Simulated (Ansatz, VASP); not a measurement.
Pd in VASP and in Ansatz

```
CELL_PARAMETERS angstrom
2.77182 0.00000 0.00000
0.00000 2.77182 0.00000
0.00000 0.00000 2.77182
ATOMIC_POSITIONS crystal
Pd 0.00000 0.00000 0.00000
```

Alike in both runs: task single point; functional BLYP; k mesh 13 × 13 × 13; occupations fermi-dirac, width 0.05 eV; collinear spin.

|  | VASP | Ansatz |
| --- | --- | --- |
| version | VASP 6.6.1 | Ansatz 0.2.0 |
| potentials or method | VASP PAW PBE potentials, release 64 (Pd), cutoff 520 eV | plane waves (420 eV) with PAW, scalar-relativistic |
| valence electrons in the cell | 10 | 18 |

|  | VASP | Ansatz | Ansatz less VASP |
| --- | --- | --- | --- |
| pressure (GPa) | -8.1 | -8.3 | -0.18 |
| net moment per atom (μB) | 0.00 | 0.00 | -0.001 |

VASP's potentials were made for PBE, not for BLYP. The functional is the same, so the differences come from potentials, cutoffs and numerics. VASP's potentials hold 10 valence electrons a cell and Ansatz's 18, so a difference there can come from the potentials and not from the codes. Ansatz's warnings: seeded moment not kept.
